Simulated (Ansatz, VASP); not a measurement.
**Pb: VASP beside Ansatz**

File INCAR:

```
ALGO = Normal ; EDIFF = 1E-8
ENCUT = 520 ; GGA = CA
ISIF = 2 ; ISMEAR = -1
LASPH = T ; LCHARG = F
LEFG = T ; LREAL = F
LWAVE = F ; NBANDS = 21
NELM = 100 ; PREC = Accurate
SIGMA = 0.05
```

File KPOINTS:

```
k-points
0
Gamma
  8 8 8
```

File POSCAR:

```
Pb
1.0
    0.0000000000      3.3687966822      3.3687966822
    3.3687966822      0.0000000000      3.3687966822
    3.3687966822      3.3687966822      0.0000000000
Pb
2
Direct
    0.0000000000      0.0000000000      0.0000000000
    0.2500000000      0.2500000000      0.2500000000
```

Input for Ansatz:

```yaml
crystal:
  lattice:
    - [0.0, 3.3687966822, 3.3687966822]
    - [3.3687966822, 0.0, 3.3687966822]
    - [3.3687966822, 3.3687966822, 0.0]
  atoms:
    - { symbol: Pb, position: [0.0, 0.0, 0.0] }
    - { symbol: Pb, position: [0.25, 0.25, 0.25] }
kpoints:
  mp_grid: { grid: [8, 8, 8] }
scf:
  occupations: { method: fermi_dirac, width: 0.05 }
hamiltonian:
  xc: lda
  pseudopotentials: { kind: paw }
output:
  forces: true
  stress: true
  eigenvalues: true
  efg: { contact_densities: true }
```

Change from the starting cell: volume scaled by 0.94, PAW files.

Alike in both runs: task electric field gradients; functional LDA; k mesh 8 × 8 × 8; occupations fermi-dirac, width 0.05 eV; no spin polarisation.

|  | VASP | Ansatz |
| --- | --- | --- |
| version | VASP 6.6.1 | Ansatz 0.2.0 |
| potentials or method | VASP PAW LDA potentials, release 64 (Pb_d) | PAW with Ansatz's default frozen-core files, scalar-relativistic |
| plane-wave cutoff (eV) | 520 | 420 |
| valence electrons in the cell | 28 | 28 |

Ansatz gave:

| Property | Result |
| --- | --- |
| pressure (GPa) | 1.4 |

Task: Which values does VASP return?

Result: Pressure (GPa): 1.5.

LDA's correlation is that of Perdew and Zunger in VASP and of Perdew and Wang (1992) in Ansatz.

Neither program's run includes spin-orbit coupling.
